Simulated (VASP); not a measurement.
Write the native input for VASP 6.6.1 that does the following.

```
Task                   : single point
Functional             : LDA
Potentials or basis    : VASP PAW LDA potentials, release 64 (In_d, Sb)
Cutoff                 : 500 eV
k mesh                 : 4 × 4 × 4
Occupations            : fermi-dirac, width 0.02 eV
Spin                   : no spin polarisation
Dipole correction      : no
Further INCAR settings : ALGO = Normal; EDIFF = 1e-06; NBANDS = 22
```

The structure of InSb3 lies in POSCAR:

```
InSb3
1.0
    0.0000000000      3.9083916500      3.5767320200
    3.9083916500      0.0000000000      3.5767320200
    3.9083916500      3.9083916500      0.0000000000
In Sb
1 3
Direct
    0.0000000000      0.0000000000      0.0000000000
    0.2500000000      0.2500000000      0.2500000000
    0.7500000000      0.7500000000      0.7500000000
    0.5000000000      0.5000000000      0.5000000000
```

The input as run:

INCAR

```
  PREC = Accurate
  ENCUT = 500
  EDIFF = 1E-6
  ISMEAR = -1
  SIGMA = 0.02
  LREAL = F
  LASPH = T
  NELM = 120
  ALGO = Normal
  ISIF = 2
  LWAVE = F
  LCHARG = F
  GGA = CA
  NBANDS = 22
  GGA_COMPAT = F
```

KPOINTS

```
regular mesh
0
Gamma
  4 4 4
```

Potentials or basis: VASP PAW LDA potentials, release 64 (In_d, Sb).

The run is started by

```sh
$ cat potpaw_LDA.64/In_d/POTCAR potpaw_LDA.64/Sb/POTCAR > POTCAR
$ mpirun -np 1 vasp_std > vasp.out
```

It gave:

```yaml
Pressure: -5.1 GPa
Band_gap_on_the_k_mesh: zero (bands 14 and 15 overlap by 3.36 eV)
```

Caveat: the cell stands under tension; spin-orbit coupling is left out, which moves the levels of the heavy elements.

Run time: 39 s on 1 thread of Intel Xeon 8259CL (shared host), peak memory 0.2 GiB.
